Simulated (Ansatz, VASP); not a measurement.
LiAgBr in VASP and in Ansatz

File INCAR:

```
SYSTEM = LiAgBr
  PREC = Accurate
  ENCUT = 520
  EDIFF = 1E-7
  ISMEAR = -1
  SIGMA = 0.1
  LREAL = .False.
  LASPH = .True.
  NELM = 150
  ALGO = Normal
  ISIF = 2
  LWAVE = .False.
  LCHARG = .False.
  ISPIN = 2
  MAGMOM = 0 0 0 0 0 0
  LORBIT = 11
  LMAXMIX = 4
  GGA = PE
  NBANDS = 34
```

Contents of KPOINTS:

```
Automatic mesh
0
Gamma
  5 5 3
  0 0 0
```

POSCAR

```
LiAgBr
1.0
    4.4322720000      0.0000000000      0.0000000000
   -2.2161360000      3.8384640000      0.0000000000
    0.0000000000      0.0000000000      7.3968140000
Br Ag Li
2 2 2
Direct
    0.3333000000      0.6667000000      0.2500000000
    0.6666000000      0.3333000000      0.7500000000
    0.3333000000      0.6667000000      0.7500000000
    0.6666000000      0.3333000000      0.2500000000
    0.0000000000      0.0000000000      0.0000000000
    0.0000000000      0.0000000000      0.5000000000
```

Input for Ansatz:

```yaml
crystal:
  lattice:
    - [4.432272, 0.0, 0.0]
    - [-2.216136, 3.838464, 0.0]
    - [0.0, 0.0, 7.396814]
  atoms:
    - { symbol: Br, position: [0.3333, 0.6667, 0.25] }
    - { symbol: Br, position: [0.6666, 0.3333, 0.75] }
    - { symbol: Ag, position: [0.3333, 0.6667, 0.75] }
    - { symbol: Ag, position: [0.6666, 0.3333, 0.25] }
    - { symbol: Li, position: [0.0, 0.0, 0.0] }
    - { symbol: Li, position: [0.0, 0.0, 0.5] }
  symmetry: { tolerance: 0.0003 }
kpoints:
  mp_grid: { grid: [5, 5, 3], shift: [0, 0, 0] }
magnetization:
  spin_polarized: true
scf:
  occupations: { method: fermi_dirac }
hamiltonian:
  pseudopotentials: { kind: paw }
  xc: pbe
basis:
  ecutwfc: 420
output:
  forces: true
  stress: true
  eigenvalues: true
  write_density: true
  write_potential: true
  elf: true
  volumetric_format: npy
```

Alike in both runs: task single point; functional PBE; k mesh 5 × 5 × 3; collinear spin.

|  | VASP | Ansatz |
| --- | --- | --- |
| version | VASP 6.6.1 | Ansatz 0.2.0 |
| potentials or method | VASP PAW PBE potentials, release 64 (Br, Ag, Li_sv), cutoff 520 eV | PAW plane waves |
| occupations | fermi-dirac, width 0.1 eV | fermi-dirac |
| valence electrons in the cell | 42 | 58 |

```tsv
	VASP	Ansatz	Ansatz less VASP
gap on the k mesh at the Fermi level (eV)	none	none	-
net moment per atom (μB)	0.00	0.00	0.000
```

A gap of «none» marks a metal or a gap that the smearing closes. VASP's potentials hold 42 valence electrons a cell and Ansatz's 58, so a difference there can come from the potentials and not from the codes. Ansatz's warnings: no starting moments, structure snapped to symmetry.

Noted on VASP's run: the cutoff is short for stress, so the pressure is rough.
